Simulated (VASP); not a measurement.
# SiC16 in VASP: notebook, part 2 of 2

VASP 6.6.1. The steps go on from the part before.

**3. Single point, PBE+D3(BJ), collinear spin**

INCAR

```
PREC = Accurate ; ENCUT = 520
EDIFF = 1E-6 ; ISMEAR = 0
SIGMA = 0.05 ; LREAL = Auto
LASPH = T ; NELM = 150
ALGO = Normal ; ISIF = 2
LWAVE = F ; LCHARG = T
ISPIN = 2 ; MAGMOM = 0 0 0 0 0 0 0 0 0 0 0 0 0 0 0 0 2
LORBIT = 11 ; LDIPOL = T
IDIPOL = 3 ; DIPOL = 0.5 0.5 0.310
GGA = PE ; IVDW = 12
LELF = T ; LVHAR = T
LVACPOTAV = T ; NBANDS = 52
```

KPOINTS

```
Automatic mesh
0
Gamma
  6 6 1
```

POSCAR

```
SiC16
1.0
    4.9298676323      0.0000000000      0.0000000000
    0.0000000000      4.4224271195      0.0000000000
    0.0000000000      0.0000000000     22.6937497910
C Si
16 1
Direct
    0.2500000000      0.4155274488      0.1762599851
    0.7500000000      0.4155274488      0.1762599851
    0.0000000000      0.5195584910      0.2001803947
    0.5000000000      0.5195584910      0.2001803947
    0.0000000000      0.7272227621      0.2480852155
    0.5000000000      0.7272227621      0.2480852155
    0.2500000000      0.8312538043      0.2720056251
    0.7500000000      0.8312538043      0.2720056251
    0.2500000000      0.0442051686      0.3198734326
    0.7500000000      0.0442051686      0.3198734326
    0.0000000000      0.1500808487      0.3425973485
    0.5000000000      0.1500808487      0.3425973485
    0.0000000000      0.3779776253      0.3900566375
    0.5000000000      0.3779776253      0.3900566375
    0.2500000000      0.4764186278      0.4095290499
    0.7500000000      0.4764186278      0.4095290499
    0.2500000000      0.9764186278      0.5593500373
```

Potentials or basis: VASP PAW PBE potentials, release 64 (C, Si).

Launch:

```
$ cat potpaw_PBE.64/C/POTCAR potpaw_PBE.64/Si/POTCAR > POTCAR
$ mpirun -np 1 vasp_std > vasp.out
```

OUTCAR:

```text
PREC = Accurate
   ENCUT = 520
   EDIFF = 1E-6
   ISMEAR = 0
   LREAL = Auto
   LASPH = T
   NELM = 150
   ISIF = 2
   ISPIN = 2
   LORBIT = 11
   GGA = PE
   IVDW = 12
 IVDW          = 12

 ion  position               nearest neighbor table
   1  0.250  0.416  0.176-   3 1.42   4 1.42
   2  0.750  0.416  0.176-   3 1.42   4 1.42
   3  0.000  0.520  0.200-   5 1.42   2 1.42   1 1.42
   4  0.500  0.520  0.200-   6 1.42   2 1.42   1 1.42
   5  0.000  0.727  0.248-   3 1.42   7 1.42   8 1.42
   6  0.500  0.727  0.248-   4 1.42   7 1.42   8 1.42
   7  0.250  0.831  0.272-   5 1.42   6 1.42   9 1.44
   8  0.750  0.831  0.272-   5 1.42   6 1.42  10 1.44
   9  0.250  0.044  0.320-  11 1.42  12 1.42   7 1.44
  10  0.750  0.044  0.320-  11 1.42  12 1.42   8 1.44
  11  0.000  0.150  0.343-   9 1.42  10 1.42  13 1.48
  12  0.500  0.150  0.343-   9 1.42  10 1.42  14 1.48
  13  0.000  0.378  0.390-  15 1.38  16 1.38  11 1.48
  14  0.500  0.378  0.390-  15 1.38  16 1.38  12 1.48
  15  0.250  0.476  0.410-  13 1.38  14 1.38
  16  0.750  0.476  0.410-  13 1.38  14 1.38
  17  0.250  0.976  0.559-

  LATTYP: Found a simple orthorhombic cell.
 ALAT       =     4.4224271195
 B/A-ratio  =     1.1147425382
 C/A-ratio  =     5.1315147040

  Lattice vectors:

 A1 = (   0.0000000000,  -4.4224271195,   0.0000000000)
 A2 = (   4.9298676323,   0.0000000000,   0.0000000000)
 A3 = (   0.0000000000,   0.0000000000,  22.6937497910)

Analysis of symmetry for initial positions (statically):
=====================================================================
 Subroutine PRICEL returns:
 Original cell was already a primitive cell.

 Routine SETGRP: Setting up the symmetry group for a
 simple orthorhombic supercell.

 Subroutine GETGRP returns: Found  2 space group operations
[... 223 lines left out ...]
      3     -18.0472      1.00000
      4     -16.5456      1.00000
      5     -16.4923      1.00000
      6     -16.2080      1.00000
[... 773 lines left out ...]
     45       4.6772      0.00000
     46       4.9153      0.00000
 Fermi energy:        -1.4243271768

 spin component 2

 k-point     1 :       0.0000    0.0000    0.0000
  band No.  band energies     occupation
      1     -20.8692      1.00000
      2     -19.8764      1.00000
      3     -18.2996      1.00000
      4     -16.6344      1.00000
      5     -16.5639      1.00000
      6     -16.4628      1.00000
[... 773 lines left out ...]
     45       4.5456      0.00000
     46       4.7631      0.00000
 [bands above 46 left out]

------------------------ aborting loop because EDIFF is reached ----------------------------------------

 Edisp (eV)   -2.03528

 E8    (eV) :    -0.6086

  FORCE on cell =-STRESS in cart. coord.  units (eV):
  Direction    XX          YY          ZZ          XY          YZ          ZX
  --------------------------------------------------------------------------------------
  -------------------------------------------------------------------------------------
  Total       0.67634    -3.53380    -3.15302     0.00000    -1.71051     0.00000
  in kB       2.19014   -11.44327   -10.21023     0.00000    -5.53902     0.00000
  external pressure =       -6.49 kB  Pullay stress =        0.00 kB

 VOLUME and BASIS-vectors are now :
 -----------------------------------------------------------------------------
  energy-cutoff  :      520.00
  volume of cell :      494.77
      direct lattice vectors                 reciprocal lattice vectors
     4.929867632  0.000000000  0.000000000     0.202845203  0.000000000  0.000000000
     0.000000000  4.422427120  0.000000000     0.000000000  0.226120176  0.000000000
     0.000000000  0.000000000 22.693749791     0.000000000  0.000000000  0.044064996

 POSITION                                       TOTAL-FORCE (eV/Angst)
 -----------------------------------------------------------------------------------
      1.23247      1.83764      4.00000         0.000000      1.649276      1.977246
      3.69740      1.83764      4.00000         0.000000      1.657016      1.983859
      0.00000      2.29771      4.54284        -0.004322     -2.165749     -2.589746
      2.46493      2.29771      4.54284         0.004322     -2.165749     -2.589746
      0.00000      3.21609      5.62998        -0.009191      0.697249      0.878533
      2.46493      3.21609      5.62998         0.009191      0.697249      0.878533
[... 9 lines left out ...]
      3.69740      2.10693      9.29375         0.000000     -0.120095     -0.018727
      1.23247      4.31814     12.69375         0.000000     -0.156079     -0.570026
 -----------------------------------------------------------------------------------
    total drift:                               -0.000000     -0.019142     -0.032176

  FREE ENERGIE OF THE ION-ELECTRON SYSTEM (eV)
  ---------------------------------------------------
  free  energy   TOTEN  =      -138.7724305357 eV

  energy  without entropy=     -138.7660670117  energy(sigma->0) =     -138.76924877

 vacuum level on the upper side and lower side of the slab         2.751         3.277

 total charge

# of ion       s       p       d       tot
------------------------------------------
    1        0.864   1.574   0.000   2.438
    2        0.864   1.574   0.000   2.438
    3        0.861   1.767   0.000   2.628
    4        0.861   1.767   0.000   2.628
    5        0.864   1.780   0.000   2.644
    6        0.864   1.780   0.000   2.644
[... 9 lines left out ...]
   16        0.894   1.617   0.000   2.511
   17        0.956   0.511   0.000   1.467
--------------------------------------------------
tot         14.832  28.212   0.000  43.044

 magnetization (x)

# of ion       s       p       d       tot
------------------------------------------
    1       -0.102  -0.539   0.000  -0.640
    2       -0.102  -0.537   0.000  -0.639
    3       -0.003   0.020   0.000   0.017
    4       -0.003   0.020   0.000   0.017
    5       -0.012  -0.073   0.000  -0.084
    6       -0.012  -0.073   0.000  -0.084
[... 9 lines left out ...]
   16       -0.065  -0.443   0.000  -0.508
   17        0.004   0.133   0.000   0.136
--------------------------------------------------
tot         -0.264  -1.277   0.000  -1.541
```

OSZICAR:

```text
N       E                     dE             d eps       ncg     rms          rms(c)
DAV:   1     0.488064313827E+03    0.48806E+03   -0.27139E+04  3352   0.104E+03
DAV:   2    -0.706903368342E+02   -0.55875E+03   -0.52086E+03  4756   0.244E+02
DAV:   3    -0.148942416239E+03   -0.78252E+02   -0.77285E+02  3920   0.931E+01
DAV:   4    -0.151448168108E+03   -0.25058E+01   -0.24942E+01  4336   0.204E+01
[... 12 lines left out ...]
DAV:  74    -0.136737133602E+03   -0.67834E-05   -0.22673E-06  3036   0.435E-03    0.208E-03
DAV:  75    -0.136737139507E+03   -0.59050E-05   -0.18640E-06  3000   0.449E-03    0.170E-03
DAV:  76    -0.136737143545E+03   -0.40386E-05   -0.38769E-06  3108   0.631E-03    0.140E-03
DAV:  77    -0.136737145846E+03   -0.23006E-05   -0.22912E-06  3004   0.474E-03    0.106E-03
DAV:  78    -0.136737146496E+03   -0.65014E-06   -0.81057E-07  2504   0.305E-03
   1 F= -.13877243E+03 E0= -.13876925E+03  d E =-.636352E-02  mag=    -2.5045
```

stdout:

```text
POSCAR found type information on POSCAR C Si
 POSCAR found :  2 types and      17 ions
 scaLAPACK will be used
 LDA part: xc-table for (Slater+PW92), standard interpolation
 POSCAR, INCAR and KPOINTS ok, starting setup
 FFT: planning ... GRIDC
 FFT: planning ... GRID_SOFT
 FFT: planning ... GRID
 WAVECAR not read
 entering main loop
 -----------------------------------------------------------------------------
|                                                                             |
|           W    W    AA    RRRRR   N    N  II  N    N   GGGG   !!!           |
|           W    W   A  A   R    R  NN   N  II  NN   N  G    G  !!!           |
|           W    W  A    A  R    R  N N  N  II  N N  N  G       !!!           |
|           W WW W  AAAAAA  RRRRR   N  N N  II  N  N N  G  GGG   !            |
|           WW  WW  A    A  R   R   N   NN  II  N   NN  G    G                |
|           W    W  A    A  R    R  N    N  II  N    N   GGGG   !!!           |
|                                                                             |
|     Did not find any points to average over, which means that no vacuum     |
|     field-free region was found. Please increase the size of  your cell     |
|     in the dimension of the dipole correction to obtain accurate            |
|     workfunction values.                                                    |
|                                                                             |
 -----------------------------------------------------------------------------
```

It took 2.1 h on 1 thread of Oxide Virtual Turin-like, shared host; peak memory 1.1 GiB.

Results:

```
Free energy                                           : -138.7724 eV
Largest force                                         : 3.376 eV/Å
Net moment                                            : -2.50 μB per cell
Site moments                                          : C -0.64, +0.02, -0.08, +0.01, -0.02, +0.00, -0.01, +0.23, -0.51 (each value once); Si +0.14 μB
Valence electrons inside the program's atomic spheres : C 2.44, 2.63, 2.64, 2.65, 2.62, 2.66, 2.52, 2.51 (each value once); Si 1.47
Dispersion energy per atom                            : -0.120 eV
```

Forces on the atoms (eV/Å):
```
C    0.000  1.649  1.977
C    0.000  1.657  1.984
C   -0.004 -2.166 -2.590
C    0.004 -2.166 -2.590
C   -0.009  0.697  0.879
C    0.009  0.697  0.879
C    0.000 -0.145 -0.211
C    0.000 -0.178 -0.252
C    0.000 -0.049 -0.088
C    0.000 -0.095 -0.150
C   -0.147  0.251  0.189
C    0.147  0.251  0.189
C    0.206 -0.391 -0.403
C   -0.206 -0.391 -0.403
C    0.000  0.656  1.178
C    0.000 -0.120 -0.019
Si   0.000 -0.156 -0.570
```

Levels at points of the mesh, in eV from the Fermi level:
Spin up:
| k point | band 29 | band 30 | band 31 | band 32 | band 33 | band 34 | band 35 | band 36 | band 37 | band 38 |
| --- | --- | --- | --- | --- | --- | --- | --- | --- | --- | --- |
| (0.00, 0.00, 0.00) | -2.45 | -2.08 | -1.22 | 0.06 | 0.15 | 0.16 | 0.18 | 0.44 | 0.68 | 0.91 |
| (0.50, 0.00, 0.00) | -3.84 | -2.19 | -2.16 | -1.12 | -0.89 | 0.24 | 0.26 | 0.46 | 0.63 | 1.28 |
| (0.00, 0.50, 0.00) | -2.61 | -2.31 | -1.24 | -0.76 | 0.14 | 0.23 | 0.33 | 0.38 | 0.53 | 0.85 |
| (0.50, 0.50, 0.00) | -2.90 | -1.36 | -1.30 | -1.08 | -0.51 | -0.50 | 0.31 | 0.33 | 0.67 | 0.95 |
Spin down:
```
           k point  band 32  band 33  band 34  band 35  band 36  band 37  band 38  band 39
(0.00, 0.00, 0.00)    -2.07    -1.78    -0.62    -0.49     0.00     0.58     1.33     1.49
(0.50, 0.00, 0.00)    -2.53    -2.45    -1.78    -0.32     0.25     0.63     1.66     1.90
(0.00, 0.50, 0.00)    -2.18    -1.76    -0.75    -0.53    -0.06     0.29     0.53     1.62
(0.50, 0.50, 0.00)    -1.78    -1.60    -1.56    -0.36     0.42     0.55     0.69     1.59
```

**4. Single point, PBE+D3(BJ), collinear spin**

INCAR

```
SYSTEM = SiC16
ALGO = Normal
DIPOL = 0.5 0.5 0.310
EDIFF = 1E-7
ENCUT = 520
GGA = PE
IDIPOL = 3
ISIF = 2
ISMEAR = 0
ISPIN = 2
IVDW = 12
LASPH = .TRUE.
LCHARG = .TRUE.
LDIPOL = .TRUE.
LELF = .TRUE.
LORBIT = 11
LREAL = Auto
LVACPOTAV = .TRUE.
LVHAR = .TRUE.
LWAVE = .FALSE.
MAGMOM = 0 0 0 0 0 0 0 0 0 0 0 0 0 0 0 0 2
NBANDS = 52
NELM = 150
PREC = Accurate
SIGMA = 0.05
```

KPOINTS

```
k-points
0
G
  6 6 1
  0 0 0
```

Changes to POSCAR since step 3:

```diff
@@ -24,2 +24,2 @@
     0.7500000000      0.4764186278      0.4095290499
-    0.2500000000      0.9764186278      0.5593500373
+    0.2500000000      1.1430852945      0.5593500373
```

Launch:

```
$ cat potpaw_PBE.64/C/POTCAR potpaw_PBE.64/Si/POTCAR > POTCAR
$ mpirun -np 1 vasp_std > vasp.out
```

Wall time 1.6 h (1 thread of Oxide Virtual Turin-like, shared host); peak memory 1.1 GiB.

It converged, with:

- Free energy: -138.1891 eV
- Largest force: 3.065 eV/Å
- Net moment: 1.50 μB per cell
- Site moments: C -0.00, +0.00, -0.01, +0.02, -0.02, +0.32, -0.48 (each value once); Si +0.51 μB
- Valence electrons inside the program's atomic spheres: C 2.44, 2.64, 2.63, 2.65, 2.62, 2.66, 2.52 (each value once); Si 1.49
- Dispersion energy per atom: -0.120 eV

Forces in eV/Å, atoms in the order of the input:
```
C    0.000  1.240  1.622
C    0.000  1.263  1.598
C   -0.012 -1.942 -2.372
C    0.012 -1.942 -2.372
C   -0.013  0.822  0.988
C    0.013  0.822  0.988
C    0.000 -0.103 -0.180
C    0.000 -0.126 -0.198
C    0.000 -0.031 -0.111
C    0.000 -0.055 -0.088
C   -0.056  0.204  0.224
C    0.056  0.204  0.224
C   -0.064 -0.158 -0.347
C    0.064 -0.158 -0.347
C    0.000 -0.138  0.675
C    0.000  0.017  0.005
Si   0.000  0.079 -0.311
```

Levels at points of the mesh, in eV from the Fermi level:
Spin up:
```csv
k point,band 32,band 33,band 34,band 35,band 36,band 37
"(0.00, 0.00, 0.00)",-0.40,-0.34,-0.01,0.15,0.39,0.64
"(0.50, 0.00, 0.00)",-1.51,-0.86,-0.09,-0.09,-0.07,0.63
"(0.00, 0.50, 0.00)",-0.94,-0.34,-0.12,0.05,0.36,0.38
"(0.50, 0.50, 0.00)",-1.03,-0.70,-0.46,-0.05,-0.04,0.11
```
Spin down:
| k point | band 30 | band 31 | band 32 | band 33 | band 34 | band 35 | band 36 | band 37 |
| --- | --- | --- | --- | --- | --- | --- | --- | --- |
| (0.00, 0.00, 0.00) | -1.78 | -1.75 | -0.34 | -0.16 | 0.03 | 0.35 | 1.02 | 1.37 |
| (0.50, 0.00, 0.00) | -1.99 | -1.92 | -1.65 | -0.10 | -0.07 | 0.26 | 0.58 | 1.55 |
| (0.00, 0.50, 0.00) | -1.97 | -1.73 | -0.35 | -0.17 | 0.01 | 0.12 | 0.72 | 0.94 |
| (0.50, 0.50, 0.00) | -1.63 | -1.10 | -1.10 | -0.05 | -0.03 | 0.13 | 0.78 | 1.04 |

Caveat: a moment this small can come from the mesh or the smearing.

**5. The runs side by side**

```csv
cell,gap on the mesh (eV),moment (μB),largest force (eV/Å)
"as given, atomic positions A",none,0.00,3.36
"as given, atomic positions B",none,2.50,3.38
"as given, atomic positions C",none,1.50,3.07
```

Alike in all rows: task single point; level PBE+D3(BJ); potentials or basis VASP PAW PBE potentials, release 64 (C, Si); spin collinear; k mesh 6 × 6 × 1; cutoff (eV) 520; smearing gaussian 0.05 eV.

Caveats: a moment this small can come from the mesh or the smearing (at least some runs).

Absolute energies hang on the potentials; compare differences alone.
